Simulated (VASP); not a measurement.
# SrHg2O2 (P-3m1) in VASP: single point with PBE

Aim: the single point of SrHg2O2 with PBE.

Program: VASP 6.6.1. These are calculated values, not measurements. Logs are shortened: lines on timing, memory, paths and dates and some standing lists are left out, and cuts for length are marked.

**1. The cell of the first run**

It takes space group P-3m1 (No. 164, trigonal). Conventional cell: a = 4.687 Å, b = 4.687 Å, c = 4.872 Å, α = 90.00°, β = 90.00°, γ = 120.00°. Hg (site symmetry 3m) has 5 O at 2.38 to 3.00 Å and 3 Hg at 2.95 Å within 3.1 Å. O (site symmetry 3m) has 5 Hg at 2.38 to 3.00 Å and 3 Sr at 2.76 Å and 3 O at 2.91 Å within 3.1 Å. Within 3.6 Å of Sr (site symmetry -3m) lie 6 O at 2.76 Å and 6 Hg at 3.27 Å.

**2. Single point, PBE**

Input file INCAR:

```
ALGO = Normal
EDIFF = 1E-6
ENCUT = 600
GGA = PE
GGA_COMPAT = False
ISIF = 2
ISMEAR = -1
LASPH = True
LCHARG = False
LREAL = False
LWAVE = False
NBANDS = 39
NELM = 120
PREC = Accurate
SIGMA = 0.1
```

Input file KPOINTS:

```
k-points
0
Gamma
  7 7 6
```

Input file POSCAR:

```
SrHg2O2
1.0
    2.3434586727      4.0589894865      0.0000000000
   -2.3434586727      4.0589894865      0.0000000000
    0.0000000000      0.0000000000      4.8720725325
Hg O Sr
2 2 1
Direct
    0.3333333333      0.3333333333      0.3781743475
    0.6666666667      0.6666666667      0.6218256525
    0.3333333333      0.3333333333      0.8896242920
    0.6666666667      0.6666666667      0.1103757080
    0.0000000000      0.0000000000      0.0000000000
```

Potentials or basis: VASP PAW PBE potentials, release 64 (Hg_sv_GW, O, Sr_sv).

Launch:

```bash
$ cat potpaw_PBE.64/Hg_sv_GW/POTCAR potpaw_PBE.64/O/POTCAR potpaw_PBE.64/Sr_sv/POTCAR > POTCAR
$ mpirun -np 1 vasp_std > vasp.out
```

OUTCAR:

```text
EDIFF = 1E-6
   ENCUT = 600
   GGA = PE
   ISIF = 2
   ISMEAR = -1
   LASPH = True
   LREAL = False
   NELM = 120
   PREC = Accurate

 ion  position               nearest neighbor table
   1  0.333  0.333  0.378-   3 2.38   3 2.49   2 2.95   2 2.95   2 2.95   5 3.27   5 3.27   5 3.27
                             5 4.06   5 4.06   5 4.06
   2  0.667  0.667  0.622-   4 2.38   4 2.49   1 2.95   1 2.95   1 2.95   5 3.27   5 3.27   5 3.27
                             5 4.06   5 4.06   5 4.06
   3  0.333  0.333  0.890-   1 2.38   1 2.49   5 2.76   5 2.76   5 2.76
   4  0.667  0.667  0.110-   2 2.38   2 2.49   5 2.76   5 2.76   5 2.76
   5  0.000  0.000  0.000-   3 2.76   4 2.76   4 2.76   4 2.76   3 2.76   3 2.76   1 3.27   2 3.27
                             1 3.27   2 3.27   1 3.27   2 3.27   2 4.06   1 4.06   1 4.06   2 4.06

  LATTYP: Found a hexagonal cell.
 ALAT       =     4.6869173454
 C/A-ratio  =     1.0395046837

  Lattice vectors:

 A1 = (   2.3434586727,  -4.0589894865,   0.0000000000)
 A2 = (   2.3434586727,   4.0589894865,   0.0000000000)
 A3 = (   0.0000000000,   0.0000000000,   4.8720725325)

Analysis of symmetry for initial positions (statically):
=====================================================================
 Subroutine PRICEL returns:
 Original cell was already a primitive cell.

 Routine SETGRP: Setting up the symmetry group for a
 hexagonal supercell.

 Subroutine GETGRP returns: Found 12 space group operations
 (whereof 12 operations were pure point group operations)
 out of a pool of 24 trial point group operations.

The static configuration has the point symmetry D_3d.

Analysis of symmetry for dynamics (positions and initial velocities):
=====================================================================
 Subroutine PRICEL returns:
 Original cell was already a primitive cell.

 Routine SETGRP: Setting up the symmetry group for a
 hexagonal supercell.

 Subroutine GETGRP returns: Found 12 space group operations
 (whereof 12 operations were pure point group operations)
 out of a pool of 24 trial point group operations.

The dynamic configuration has the point symmetry D_3d.

 Subroutine INISYM returns: Found 12 space group operations
 (whereof 12 operations are pure point group operations),
 and found     1 'primitive' translations

----------------------------------------------------------------------------------------

                                     Primitive cell

  volume of cell :      92.6870

  direct lattice vectors                    reciprocal lattice vectors
     2.343458673  4.058989486  0.000000000     0.213359854  0.123183369  0.000000000
    -2.343458673  4.058989486  0.000000000    -0.213359854  0.123183369  0.000000000
     0.000000000  0.000000000  4.872072532     0.000000000  0.000000000  0.205251460

  length of vectors
     4.686917345  4.686917345  4.872072532     0.246366738  0.246366738  0.205251460

  position of ions in fractional coordinates (direct lattice)
     0.333333333  0.333333333  0.378174348
     0.666666667  0.666666667  0.621825653
     0.333333333  0.333333333  0.889624292
     0.666666667  0.666666667  0.110375708
     0.000000000  0.000000000  0.000000000

  ion indices of the primitive-cell ions
   primitive index   ion index
                 1           1
                 2           2
                 3           3
                 4           4
                 5           5

----------------------------------------------------------------------------------------

 KPOINTS: k-points

Automatic generation of k-mesh.
 Grid dimensions read from file:
 generate k-points for:    7    7    6

 Generating k-lattice:

  Cartesian coordinates                     Fractional coordinates (reciprocal lattice)
     0.030479979  0.017597624  0.000000000     0.142857143  0.000000000  0.000000000
    -0.030479979  0.017597624  0.000000000     0.000000000  0.142857143  0.000000000
     0.000000000  0.000000000  0.034208577     0.000000000  0.000000000  0.166666667

  Length of vectors
     0.035195248  0.035195248  0.034208577

  Shift w.r.t. Gamma in fractional coordinates (k-lattice)
     0.000000000  0.000000000  0.000000000

 Subroutine IBZKPT returns following result:
 ===========================================

 Found     40 irreducible k-points:

 Following reciprocal coordinates:
            Coordinates               Weight
  0.000000  0.000000  0.000000      1.000000
  0.142857  0.000000  0.000000      6.000000
  0.285714  0.000000  0.000000      6.000000
  0.428571  0.000000  0.000000      6.000000
  0.285714  0.142857  0.000000      6.000000
  0.428571  0.142857  0.000000     12.000000
[... 16 lines left out ...]
  0.142857  0.142857  0.333333      6.000000
  0.285714  0.000000  0.333333      6.000000
 [... further k-points ...]
   k-points           NKPTS =     40   k-points in BZ     NKDIM =     40   number of bands    NBANDS=     39
   number of dos      NEDOS =    301   number of ions     NIONS =      5
   total plane-waves  NPLWV =  64000
   dimension x,y,z NGX =    40 NGY =   40 NGZ =   40
   dimension x,y,z NGXF=    80 NGYF=   80 NGZF=   80
   ions per type =               2   2   1
   NGX,Y,Z   is equivalent  to a cutoff of  14.19, 14.19, 13.65 a.u.
   NGXF,Y,Z  is equivalent  to a cutoff of  28.38, 28.38, 27.30 a.u.
 SYSTEM =  unknown system
   PREC   = accura    normal or accurate (medium, high low for compatibility)
   ISTART =      0    job   : 0-new  1-cont  2-samecut
   ICHARG =      2    charge: 1-file 2-atom 10-const
   ISPIN  =      1    spin polarized calculation?
   LNONCOLLINEAR =      F non collinear calculations
   LSORBIT =      F    spin-orbit coupling
   LASPH  =      T    aspherical Exc in radial PAW
   ENCUT  =  600.0 eV  44.10 Ry    6.64 a.u.   9.36  9.36  9.73*2*pi/ulx,y,z
   NELM   =    120;   NELMIN=  2; NELMDL= -5     # of ELM steps
   EDIFF  = 0.1E-05   stopping-criterion for ELM
   LREAL  =      F    real-space projection
   EDIFFG = 0.1E-04   stopping-criterion for IOM
   NSW    =      0    number of steps for IOM
   IBRION =     -1    ionic relax: 0-MD 1-quasi-New 2-CG
   NFREE  =      0    steps in history (QN), initial steepest desc. (CG)
   ISIF   =      2    stress and relaxation
   ISYM   =      2    0-nonsym 1-usesym 2-fastsym
   POTIM  = 0.5000    time-step for ionic-motion
   TEBEG  =    0.0;   TEEND  =   0.0 temperature during run
   PSTRESS=    0.0 pullay stress
   NELECT =      62.0000    total number of electrons
   NUPDOWN=      -1.0000    fix difference up-down
   EMIN   =  10.00;   EMAX   =-10.00  energy-range for DOS
   EFERMI =   0.00;   METHOD = LEGACY
   ISMEAR =    -1;   SIGMA  =   0.10  broadening in eV -4-tet -1-fermi 0-gaus
   EFERMI_NEDOS =   21; number of points for ismear=-14 and -15
   IALGO  =     38    algorithm
   IMIX   =      4    mixing-type and parameters
     AMIX     =   0.40;   BMIX     =  1.00
     AMIX_MAG =   1.60;   BMIX_MAG =  1.00
  volume/ion in A,a.u.               =      18.54       125.10
  Fermi-wavevector in a.u.,A,eV,Ry     =   1.431745  2.705606 27.890506  2.049894
  Thomas-Fermi vector in A             =   2.551448
   LORBIT       =      0    0 simple, 1 ext, 2 COOP (PROOUT), +10 PAW based schemes
   GGA     = PE    functional components
   LHFCALC =     F    Hartree Fock is set to
   AEXX    =    0.0000 exact exchange contribution
   IVDW    =     0    specifies the selected vdW correction
   LEPSILON=     F    determine dielectric tensor
   LRPA    =     F    only Hartree local field effects (RPA)
 non-spin polarized calculation
  energy-cutoff  :      600.00
  volume of cell :       92.69
 maximum number of plane-waves:      3118
 NGX is ok and might be reduce to    40
   NGX = 19   NGY = 19   NGZ = 19

 number of electron      62.0000001 magnetization

 Free energy of the ion-electron system (eV)
  ---------------------------------------------------
  ext. energy  EPLUGINS =         0.00000000
  ---------------------------------------------------
  free energy    TOTEN  =       -15.67067391 eV

  energy without entropy =      -15.62366866  energy(sigma->0) =      -15.64717128

 E-fermi :   4.3895     XC(G=0): -10.6266

 val. band max:        4.3864658970   @ k =   0.4286   0.1429   0.3333
 cond. band min:       4.5280346837   @ k =   0.4286   0.0000   0.3333
 fundamental gap:      0.1415687867
 Fermi energy:         4.3894737129

 k-point     1 :       0.0000    0.0000    0.0000
  band No.  band energies     occupation
      1    -110.6406      2.00000
      2    -110.6381      2.00000
      3     -59.0411      2.00000
      4     -59.0411      2.00000
      5     -59.0087      2.00000
      6     -59.0087      2.00000
[... 31 lines left out ...]
     38      11.1384      0.00000
     39      11.1414      0.00000

 k-point     2 :       0.1429    0.0000    0.0000
  band No.  band energies     occupation
      1    -110.6405      2.00000
      2    -110.6383      2.00000
      3     -59.0416      2.00000
      4     -59.0401      2.00000
      5     -59.0102      2.00000
      6     -59.0082      2.00000
[... 31 lines left out ...]
     38      11.2337      0.00000
     39      11.6974      0.00000

 k-point     3 :       0.2857    0.0000    0.0000
  band No.  band energies     occupation
      1    -110.6402      2.00000
      2    -110.6385      2.00000
      3     -59.0426      2.00000
      4     -59.0373      2.00000
      5     -59.0140      2.00000
      6     -59.0072      2.00000
[... 31 lines left out ...]
     38      11.4553      0.00000
     39      11.7023      0.00000

 k-point     4 :       0.4286    0.0000    0.0000
  band No.  band energies     occupation
      1    -110.6399      2.00000
      2    -110.6389      2.00000
      3     -59.0433      2.00000
      4     -59.0343      2.00000
      5     -59.0178      2.00000
      6     -59.0065      2.00000
[... 31 lines left out ...]
     38      11.2092      0.00000
     39      11.5567      0.00000
[... 754 lines left out ...]
     38      11.6591      0.00000
     39      11.9022      0.00000

 k-point    23 :       0.1429    0.1429    0.3333
  band No.  band energies     occupation
      1    -110.6405      2.00000
      2    -110.6383      2.00000
      3     -59.0416      2.00000
      4     -59.0401      2.00000
      5     -59.0102      2.00000
      6     -59.0082      2.00000
[... 31 lines left out ...]
     38      11.7399      0.00000
     39      12.0258      0.00000

 k-point    24 :       0.2857    0.0000    0.3333
  band No.  band energies     occupation
      1    -110.6402      2.00000
      2    -110.6385      2.00000
      3     -59.0426      2.00000
      4     -59.0373      2.00000
      5     -59.0140      2.00000
      6     -59.0072      2.00000
[... 31 lines left out ...]
     38      10.9926      0.00000
     39      11.6037      0.00000

 [... further k-points ...]

------------------------ aborting loop because EDIFF is reached ----------------------------------------

  FORCE on cell =-STRESS in cart. coord.  units (eV):
  Direction    XX          YY          ZZ          XY          YZ          ZX
  --------------------------------------------------------------------------------------
  -------------------------------------------------------------------------------------
  Total        0.0702880      0.0702880      0.0097370      0.0000000      0.0000000      0.0000000
  in kB        1.2149911      1.2149911      0.1683131      0.0000000      0.0000000      0.0000000
  external PRESSURE =       0.8660985 kB  Pullay stress =       0.0000000 kB

 VOLUME and BASIS-vectors are now :
 -----------------------------------------------------------------------------
  energy-cutoff  :      600.00
  volume of cell :       92.69
      direct lattice vectors                 reciprocal lattice vectors
     2.343458673  4.058989486  0.000000000     0.213359854  0.123183369  0.000000000
    -2.343458673  4.058989486  0.000000000    -0.213359854  0.123183369  0.000000000
     0.000000000  0.000000000  4.872072532     0.000000000  0.000000000  0.205251460

 POSITION                                       TOTAL-FORCE (eV/Angst)
 -----------------------------------------------------------------------------------
      0.00000      2.70599      1.84249        -0.000000      0.000000      0.010960
      0.00000      5.41199      3.02958        -0.000000     -0.000000     -0.010960
      0.00000      2.70599      4.33431         0.000000     -0.000000     -0.014924
      0.00000      5.41199      0.53776         0.000000      0.000000      0.014924
      0.00000      0.00000      0.00000         0.000000     -0.000000      0.000000
 -----------------------------------------------------------------------------------
    total drift:                                0.000000     -0.000000      0.000000

  FREE ENERGIE OF THE ION-ELECTRON SYSTEM (eV)
  ---------------------------------------------------
  free  energy   TOTEN  =       -15.6706739124 eV

  energy  without entropy=      -15.6236686554  energy(sigma->0) =      -15.64717128
```

It took 2.9 min on 1 thread of AMD EPYC 7R43 (Zen 3), shared host; peak memory 0.33 GiB.

Results:

```yaml
Free_energy: -15.6707 eV
Pressure: 0.1 GPa
Largest_force: 0.015 eV/Å
Band_gap_on_the_k_mesh: zero (bands 31 and 32 overlap by 1.66 eV)
```

Forces on the atoms (eV/Å):
```
Hg   0.000  0.000  0.011
Hg   0.000  0.000 -0.011
O    0.000  0.000 -0.015
O    0.000  0.000  0.015
Sr   0.000  0.000  0.000
```

Stress tensor (GPa, compression positive):
```
0.12 0.00 0.00
0.00 0.12 0.00
0.00 0.00 0.02
```

Caveat: spin-orbit coupling is left out, which moves the levels of the heavy elements.
